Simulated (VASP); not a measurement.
**Si3N4: single point with PBE**

Si3N4:

```xyz
7
Lattice="3.2542 -4.4671 0.0000 3.2542 4.4671 0.0000 0.0000 0.0000 3.1181" Properties=species:S:1:pos:R:3 pbc="T T T"
Si    1.6271   -2.2335    1.5590
Si    1.6271    2.2335    1.5590
Si    0.0000    0.0000    0.0000
N     5.1659    0.0000    1.5590
N     1.3425    0.0000    1.5590
N     3.2542    2.4325    0.0000
N     3.2542   -2.4325    0.0000
```

The cell was built from a structure type or drawn by symmetry, and may not be a known phase.

```yaml
Program: VASP 6.6.1
Task: single point
Functional: PBE
Potentials_or_basis: VASP PAW PBE potentials, release 64 (Si, N)
Cutoff: 520 eV
k_mesh: 4 × 4 × 6
Occupations: gaussian, width 0.1 eV
Spin: collinear spin, ferromagnetic start
Starting_moments: "[0.0, 0.0, 0.0, 1.0, 1.0, 1.0, 1.0] μB"
```

- Pressure: -40.0 GPa
- Largest force: 1.723 eV/Å
- Band gap on the k mesh: zero (filled and empty bands overlap)
- Net moment: 0.00 μB per cell
- Valence electrons inside the program's atomic spheres: Si 1.27, 1.37 (each value once); N 3.55, 3.56 (each value once)

Forces on the atoms (eV/Å):
```
Si   0.000  0.000  0.000
Si   0.000  0.000  0.000
Si   0.000  0.000  0.000
N    1.723  0.000  0.000
N   -1.723  0.000  0.000
N    0.000  1.062  0.000
N    0.000 -1.062  0.000
```

Stress tensor (GPa, compression positive):
```
-38.29   0.00   0.00
  0.00 -45.68   0.00
  0.00   0.00 -36.14
```

Levels at points of the mesh, in eV from the Fermi level:
Spin up:
| k point | band 13 | band 14 | band 15 | band 16 | band 17 | band 18 | band 19 | band 20 |
| --- | --- | --- | --- | --- | --- | --- | --- | --- |
| (0.00, 0.00, 0.00) | -0.81 | -0.80 | -0.56 | -0.49 | -0.13 | 3.25 | 3.69 | 3.86 |
| (0.50, 0.00, 0.00) | -0.88 | -0.61 | -0.49 | -0.33 | 0.84 | 2.47 | 4.45 | 4.64 |
| (0.50, 0.50, 0.00) | -2.08 | -0.62 | -0.61 | -0.54 | 2.20 | 3.41 | 3.43 | 4.91 |
| (0.00, 0.00, 0.50) | -2.96 | -1.75 | -1.32 | -0.08 | 1.97 | 3.14 | 3.33 | 4.84 |
| (0.50, 0.00, 0.50) | -2.43 | -2.35 | -0.83 | -0.50 | 0.10 | 1.39 | 4.96 | 4.98 |
| (0.50, 0.50, 0.50) | -2.46 | -1.85 | -1.03 | -0.57 | 0.33 | 2.33 | 3.28 | 3.91 |
Spin down:
| k point | band 14 | band 15 | band 16 | band 17 | band 18 | band 19 |
| --- | --- | --- | --- | --- | --- | --- |
| (0.00, 0.00, 0.00) | -0.80 | -0.56 | -0.49 | -0.13 | 3.25 | 3.69 |
| (0.50, 0.00, 0.00) | -0.61 | -0.49 | -0.33 | 0.84 | 2.47 | 4.45 |
| (0.50, 0.50, 0.00) | -0.62 | -0.61 | -0.54 | 2.20 | 3.41 | 3.43 |
| (0.00, 0.00, 0.50) | -1.75 | -1.32 | -0.08 | 1.97 | 3.14 | 3.33 |
| (0.50, 0.00, 0.50) | -2.35 | -0.83 | -0.50 | 0.10 | 1.39 | 4.96 |
| (0.50, 0.50, 0.50) | -1.85 | -1.03 | -0.57 | 0.33 | 2.33 | 3.28 |

It took 4.7 min on 1 thread of Intel Xeon 8259CL, with other jobs on the host, peak memory 0.28 GiB.

Caveat: the cell stands under tension; forces of over 1 eV/Å act on the atoms, so gaps and moduli don't describe the material at rest.
